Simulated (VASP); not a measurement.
# Y2Ge3 (P-6m2) in VASP: single point with LDA

Aim: the single point of Y2Ge3 with LDA.

Program: VASP 6.6.1. These are calculated values, not measurements. Logs are shortened: lines on timing, memory, paths and dates and some standing lists are left out, and cuts for length are marked.

## 1. The cell of the first run

Symmetry: P-6m2, No. 187, hexagonal system. Conventional cell: a = 4.392 Å, b = 4.392 Å, c = 7.107 Å, α = 90.00°, β = 90.00°, γ = 120.00°. Within 4.0 Å of Y (site symmetry 3m) lie 9 Ge at 3.02 to 3.18 Å and 2 Y at 3.27 to 3.84 Å. Within 3.3 Å of Ge (site symmetry -6m2) lie 3 Ge at 2.54 Å and 6 Y at 3.18 Å. Ge (site symmetry -6m2) has 6 Y at 3.02 Å and 2 Ge at 3.55 Å within 4.0 Å. Ge (site symmetry -6m2) has 3 Ge at 2.54 Å and 6 Y at 3.18 Å within 3.3 Å.

## 2. Single point, LDA

File INCAR:

```
SYSTEM = Y2Ge3
  PREC = Accurate
  ENCUT = 520
  EDIFF = 1E-6
  ISMEAR = -1
  SIGMA = 0.1
  LREAL = .False.
  LASPH = .True.
  NELM = 80
  ALGO = Normal
  ISIF = 2
  LWAVE = .False.
  LCHARG = .True.
  LELF = .True.
  LVHAR = .True.
  NBANDS = 40
```

File KPOINTS:

```
Automatic mesh
0
Gamma
  6 6 4
  0 0 0
```

File POSCAR:

```
Y2Ge3
1.0
    4.3924264300      0.0000000000      0.0000000000
   -2.1962132200      3.8039528800      0.0000000000
    0.0000000000      0.0000000000      7.1072950000
Y Ge
2 3
Direct
    0.0000000000      0.0000000000      0.7299290000
    0.0000000000      0.0000000000      0.2700710000
    0.3333333300      0.6666666700      0.0000000000
    0.6666666700      0.3333333300      0.5000000000
    0.6666666700      0.3333333300      0.0000000000
```

Potentials or basis: VASP PAW LDA potentials, release 64 (Y_sv, Ge_d).

On the command line:

```sh
> cat potpaw_LDA.64/Y_sv/POTCAR potpaw_LDA.64/Ge_d/POTCAR > POTCAR
> mpirun -np 1 vasp_std > vasp.out
```

OUTCAR:

```text
SYSTEM = Y2Ge3
   PREC = Accurate
   ENCUT = 520
   EDIFF = 1E-6
   ISMEAR = -1
   LREAL = .False.
   LASPH = .True.
   NELM = 80
   ISIF = 2

 ion  position               nearest neighbor table
   1  0.000  0.000  0.730-   4 3.02   4 3.02   4 3.02   5 3.18   3 3.18   5 3.18   3 3.18   5 3.18
                             3 3.18   2 3.27   2 3.84
   2  0.000  0.000  0.270-   4 3.02   4 3.02   4 3.02   5 3.18   3 3.18   5 3.18   3 3.18   5 3.18
                             3 3.18   1 3.27   1 3.84
   3  0.333  0.667  0.000-   5 2.54   5 2.54   5 2.54   1 3.18   2 3.18   2 3.18   1 3.18   2 3.18
                             1 3.18
   4  0.667  0.333  0.500-   1 3.02   2 3.02   1 3.02   2 3.02   1 3.02   2 3.02
   5  0.667  0.333  0.000-   3 2.54   3 2.54   3 2.54   1 3.18   2 3.18   1 3.18   2 3.18   1 3.18
                             2 3.18

  LATTYP: Found a hexagonal cell.
 ALAT       =     4.3924264300
 C/A-ratio  =     1.6180794632

  Lattice vectors:

 A1 = (   4.3924264300,   0.0000000000,   0.0000000000)
 A2 = (  -2.1962132200,   3.8039528800,   0.0000000000)
 A3 = (   0.0000000000,   0.0000000000,   7.1072950000)

Analysis of symmetry for initial positions (statically):
=====================================================================
 Subroutine PRICEL returns:
 Original cell was already a primitive cell.

 Routine SETGRP: Setting up the symmetry group for a
 hexagonal supercell.

 Subroutine GETGRP returns: Found 12 space group operations
 (whereof 12 operations were pure point group operations)
 out of a pool of 24 trial point group operations.

The static configuration has the point symmetry D_3h.

Analysis of symmetry for dynamics (positions and initial velocities):
=====================================================================
 Subroutine PRICEL returns:
 Original cell was already a primitive cell.

 Routine SETGRP: Setting up the symmetry group for a
 hexagonal supercell.

 Subroutine GETGRP returns: Found 12 space group operations
 (whereof 12 operations were pure point group operations)
 out of a pool of 24 trial point group operations.

The dynamic configuration has the point symmetry D_3h.

 Subroutine INISYM returns: Found 12 space group operations
 (whereof 12 operations are pure point group operations),
 and found     1 'primitive' translations

----------------------------------------------------------------------------------------

                                     Primitive cell

  volume of cell :     118.7528

  direct lattice vectors                    reciprocal lattice vectors
     4.392426430  0.000000000  0.000000000     0.227664599  0.131442217  0.000000000
    -2.196213220  3.803952880  0.000000000     0.000000000  0.262884434  0.000000000
     0.000000000  0.000000000  7.107295000     0.000000000  0.000000000  0.140700506

  length of vectors
     4.392426430  4.392426439  7.107295000     0.262884435  0.262884434  0.140700506

  position of ions in fractional coordinates (direct lattice)
     0.000000000  0.000000000  0.729929000
     0.000000000  0.000000000  0.270071000
     0.333333330  0.666666670  0.000000000
     0.666666670  0.333333330  0.500000000
     0.666666670  0.333333330  0.000000000

  ion indices of the primitive-cell ions
   primitive index   ion index
                 1           1
                 2           2
                 3           3
                 4           4
                 5           5

----------------------------------------------------------------------------------------

 KPOINTS: Automatic mesh

Automatic generation of k-mesh.
 Grid dimensions read from file:
 generate k-points for:    6    6    4

 Generating k-lattice:

  Cartesian coordinates                     Fractional coordinates (reciprocal lattice)
     0.037944100  0.021907036  0.000000000     0.166666667 -0.000000000  0.000000000
     0.000000000  0.043814072  0.000000000     0.000000000  0.166666667  0.000000000
     0.000000000  0.000000000  0.035175126     0.000000000  0.000000000  0.250000000

  Length of vectors
     0.043814072  0.043814072  0.035175126

  Shift w.r.t. Gamma in fractional coordinates (k-lattice)
     0.000000000  0.000000000  0.000000000

 Subroutine IBZKPT returns following result:
 ===========================================

 Found     21 irreducible k-points:

 Following reciprocal coordinates:
            Coordinates               Weight
  0.000000  0.000000  0.000000      1.000000
  0.166667 -0.000000  0.000000      6.000000
  0.333333  0.000000  0.000000      6.000000
  0.500000  0.000000  0.000000      3.000000
  0.166667  0.166667  0.000000      6.000000
  0.333333  0.166667  0.000000     12.000000
[... 13 lines left out ...]
  0.333333  0.166667  0.500000     12.000000
  0.333333  0.333333  0.500000      2.000000
   k-points           NKPTS =     21   k-points in BZ     NKDIM =     21   number of bands    NBANDS=     40
   number of dos      NEDOS =    301   number of ions     NIONS =      5
   total plane-waves  NPLWV =  69984
   dimension x,y,z NGX =    36 NGY =   36 NGZ =   54
   dimension x,y,z NGXF=    72 NGYF=   72 NGZF=  108
   ions per type =               2   3
   NGX,Y,Z   is equivalent  to a cutoff of  13.63, 13.63, 12.63 a.u.
   NGXF,Y,Z  is equivalent  to a cutoff of  27.25, 27.25, 25.26 a.u.
 SYSTEM =  Y2Ge3
   PREC   = accura    normal or accurate (medium, high low for compatibility)
   ISTART =      0    job   : 0-new  1-cont  2-samecut
   ICHARG =      2    charge: 1-file 2-atom 10-const
   ISPIN  =      1    spin polarized calculation?
   LNONCOLLINEAR =      F non collinear calculations
   LSORBIT =      F    spin-orbit coupling
   LASPH  =      T    aspherical Exc in radial PAW
   ENCUT  =  520.0 eV  38.22 Ry    6.18 a.u.   8.17  8.17 13.21*2*pi/ulx,y,z
   NELM   =     80;   NELMIN=  2; NELMDL= -5     # of ELM steps
   EDIFF  = 0.1E-05   stopping-criterion for ELM
   LREAL  =      F    real-space projection
   EDIFFG = 0.1E-04   stopping-criterion for IOM
   NSW    =      0    number of steps for IOM
   IBRION =     -1    ionic relax: 0-MD 1-quasi-New 2-CG
   NFREE  =      0    steps in history (QN), initial steepest desc. (CG)
   ISIF   =      2    stress and relaxation
   ISYM   =      2    0-nonsym 1-usesym 2-fastsym
   POTIM  = 0.5000    time-step for ionic-motion
   TEBEG  =    0.0;   TEEND  =   0.0 temperature during run
   PSTRESS=    0.0 pullay stress
   NELECT =      64.0000    total number of electrons
   NUPDOWN=      -1.0000    fix difference up-down
   EMIN   =  10.00;   EMAX   =-10.00  energy-range for DOS
   EFERMI =   0.00;   METHOD = LEGACY
   ISMEAR =    -1;   SIGMA  =   0.10  broadening in eV -4-tet -1-fermi 0-gaus
   EFERMI_NEDOS =   21; number of points for ismear=-14 and -15
   IALGO  =     38    algorithm
   IMIX   =      4    mixing-type and parameters
     AMIX     =   0.40;   BMIX     =  1.00
     AMIX_MAG =   1.60;   BMIX_MAG =  1.00
  volume/ion in A,a.u.               =      23.75       160.28
  Fermi-wavevector in a.u.,A,eV,Ry     =   1.332253  2.517594 24.148968  1.774899
  Thomas-Fermi vector in A             =   2.461202
   LORBIT       =      0    0 simple, 1 ext, 2 COOP (PROOUT), +10 PAW based schemes
   GGA     = CA    functional components
   LHFCALC =     F    Hartree Fock is set to
   AEXX    =    0.0000 exact exchange contribution
   IVDW    =     0    specifies the selected vdW correction
   LEPSILON=     F    determine dielectric tensor
   LRPA    =     F    only Hartree local field effects (RPA)
 non-spin polarized calculation
  energy-cutoff  :      520.00
  volume of cell :      118.75
 maximum number of plane-waves:      3216
 NGX is ok and might be reduce to    36
   NGX = 17   NGY = 17   NGZ = 27

 number of electron      63.9999992 magnetization

 Free energy of the ion-electron system (eV)
  ---------------------------------------------------
  ext. energy  EPLUGINS =         0.00000000
  ---------------------------------------------------
  free energy    TOTEN  =       -32.22753518 eV

  energy without entropy =      -32.13757997  energy(sigma->0) =      -32.18255757

 E-fermi :   4.3934     XC(G=0): -10.5600

 val. band max:        4.3736685502   @ k =   0.3333   0.0000   0.5000
 cond. band min:       4.3958639939   @ k =   0.3333   0.1667   0.0000
 fundamental gap:      0.0221954438
 Fermi energy:         4.3933738278

 k-point     1 :       0.0000    0.0000    0.0000
  band No.  band energies     occupation
      1     -37.9736      2.00000
      2     -37.9352      2.00000
      3     -20.3643      2.00000
      4     -20.3643      2.00000
      5     -20.3356      2.00000
      6     -20.3267      2.00000
[... 32 lines left out ...]
     39       7.9053      0.00000
     40       7.9565      0.00000

 k-point     2 :       0.1667   -0.0000    0.0000
  band No.  band energies     occupation
      1     -37.9728      2.00000
      2     -37.9345      2.00000
      3     -20.3768      2.00000
      4     -20.3754      2.00000
      5     -20.3366      2.00000
      6     -20.3282      2.00000
[... 32 lines left out ...]
     39       7.8289      0.00000
     40       7.8466      0.00000

 k-point     3 :       0.3333    0.0000    0.0000
  band No.  band energies     occupation
      1     -37.9711      2.00000
      2     -37.9331      2.00000
      3     -20.3979      2.00000
      4     -20.3967      2.00000
      5     -20.3359      2.00000
      6     -20.3313      2.00000
[... 32 lines left out ...]
     39       8.3783      0.00000
     40       8.5801      0.00000

 k-point     4 :       0.5000    0.0000    0.0000
  band No.  band energies     occupation
      1     -37.9703      2.00000
      2     -37.9324      2.00000
      3     -20.4071      2.00000
      4     -20.4066      2.00000
      5     -20.3351      2.00000
      6     -20.3328      2.00000
[... 32 lines left out ...]
     39       7.9791      0.00000
     40       8.4397      0.00000
[... 643 lines left out ...]
     39       7.8477      0.00000
     40       8.2363      0.00000

 k-point    20 :       0.3333    0.1667    0.5000
  band No.  band energies     occupation
      1     -37.9652      2.00000
      2     -37.9375      2.00000
      3     -20.4261      2.00000
      4     -20.3817      2.00000
      5     -20.3394      2.00000
      6     -20.3331      2.00000
[... 32 lines left out ...]
     39       7.6970      0.00000
     40       8.4313      0.00000

 k-point    21 :       0.3333    0.3333    0.5000
  band No.  band energies     occupation
      1     -37.9648      2.00000
      2     -37.9371      2.00000
      3     -20.4384      2.00000
      4     -20.3706      2.00000
      5     -20.3453      2.00000
      6     -20.3340      2.00000
[... 32 lines left out ...]
     39       8.2787      0.00000
     40       8.6919      0.00000

------------------------ aborting loop because EDIFF is reached ----------------------------------------

  FORCE on cell =-STRESS in cart. coord.  units (eV):
  Direction    XX          YY          ZZ          XY          YZ          ZX
  --------------------------------------------------------------------------------------
  -------------------------------------------------------------------------------------
  Total       -3.5790394     -3.5790394     -3.0826138      0.0000000      0.0000000      0.0000000
  in kB      -48.2873188    -48.2873190    -41.5896946      0.0000001      0.0000000      0.0000000
  external PRESSURE =     -46.0547775 kB  Pullay stress =       0.0000000 kB

 VOLUME and BASIS-vectors are now :
 -----------------------------------------------------------------------------
  energy-cutoff  :      520.00
  volume of cell :      118.75
      direct lattice vectors                 reciprocal lattice vectors
     4.392426430  0.000000000  0.000000000     0.227664599  0.131442217  0.000000000
    -2.196213220  3.803952880  0.000000000     0.000000000  0.262884434  0.000000000
     0.000000000  0.000000000  7.107295000     0.000000000  0.000000000  0.140700506

 POSITION                                       TOTAL-FORCE (eV/Angst)
 -----------------------------------------------------------------------------------
      0.00000      0.00000      5.18782         0.000000     -0.000000      0.201734
      0.00000      0.00000      1.91947         0.000000      0.000000     -0.201734
     -0.00000      2.53597      0.00000        -0.000000     -0.000000      0.000000
      2.19621      1.26798      3.55365         0.000000     -0.000000      0.000000
      2.19621      1.26798      0.00000         0.000000     -0.000000      0.000000
 -----------------------------------------------------------------------------------
    total drift:                               -0.000013      0.000008      0.000000

  FREE ENERGIE OF THE ION-ELECTRON SYSTEM (eV)
  ---------------------------------------------------
  free  energy   TOTEN  =       -32.2275351790 eV

  energy  without entropy=      -32.1375799681  energy(sigma->0) =      -32.18255757
```

It took 2.9 min on 1 thread of Oxide Virtual Turin-like, shared host; peak memory 0.22 GiB.

What came out:

```
Free energy            : -32.2275 eV
Pressure               : -4.6 GPa
Largest force          : 0.202 eV/Å
Band gap on the k mesh : zero (bands 32 and 33 overlap by 1.42 eV)
```

Forces on the atoms (eV/Å):
```
Y    0.000  0.000  0.202
Y    0.000  0.000 -0.202
Ge   0.000  0.000  0.000
Ge   0.000  0.000  0.000
Ge   0.000  0.000  0.000
```

Caveat: the cell stands under tension.

The gap in the log of VASP goes by the Fermi energy; the results here count the filled bands.